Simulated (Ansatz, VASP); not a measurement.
# Two plane-wave programs on ZrSi2

```
Zr Si
1.0
     5.24142    0.00000    0.00000
    -2.62071    4.53920    0.00000
     0.00000    0.00000    4.68390
Zr Si
2 4
Direct
  0.33333 0.66667 0.00078
  0.66667 0.33333 0.99922
  0.50000 0.00000 0.50000
  0.00000 0.50000 0.50000
  0.50000 0.50000 0.50000
  0.00000 0.00000 0.00000
```

Alike in both runs: functional PBE; k mesh 4 × 4 × 3; occupations gaussian, width 0.2 eV; no spin polarisation.

Ansatz relaxed the structure, and its values are those at the end. VASP's run is a single point on that final structure, the one shown.

```csv
,VASP,Ansatz
version,VASP 6.6.1,Ansatz 0.2.0
potentials or method,"VASP PAW PBE potentials, release 64 (Zr_sv, Si), cutoff 500 eV","scalar-relativistic, plane waves, PAW"
valence electrons in the cell,40,40
```

```csv
,VASP,Ansatz,Ansatz less VASP
gap on the k mesh at the Fermi level (eV),none,none,-
pressure (GPa),-0.3,-0.4,-0.04
rms of the force components (eV/Å),0.009,0.009,0.0000
```

A gap of «none» marks a metal or a gap that the smearing closes. With one functional, cell and mesh, what is left measures potentials, basis and numerics.

The k mesh is coarse, so the values compare programs but aren't converged.
